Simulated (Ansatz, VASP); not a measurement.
**Rb: VASP beside Ansatz**

```
Rb
1.0
    -2.86772    2.86772    2.86772
     2.86772   -2.86772    2.86772
     2.86772    2.86772   -2.86772
Rb
1
Direct
  0.00000 0.00000 0.00000
```

Alike in both runs: task single point; functional r2SCAN; k mesh 5 × 5 × 5; occupations fermi-dirac, width 0.1 eV; no spin polarisation.

|  | VASP | Ansatz |
| --- | --- | --- |
| version | VASP 6.6.1 | Ansatz 0.2.0 |
| potentials or method | VASP PAW PBE potentials, release 64 (Rb_sv), cutoff 520 eV | plane waves (500 eV) with PAW, scalar-relativistic |
| valence electrons in the cell | 9 | 9 |

|  | VASP | Ansatz | Ansatz less VASP |
| --- | --- | --- | --- |
| pressure (GPa) | 0.0 | 0.0 | 0.00 |

VASP's potentials were made for PBE, not for r2SCAN. The functional is the same, so the differences come from potentials, cutoffs and numerics.
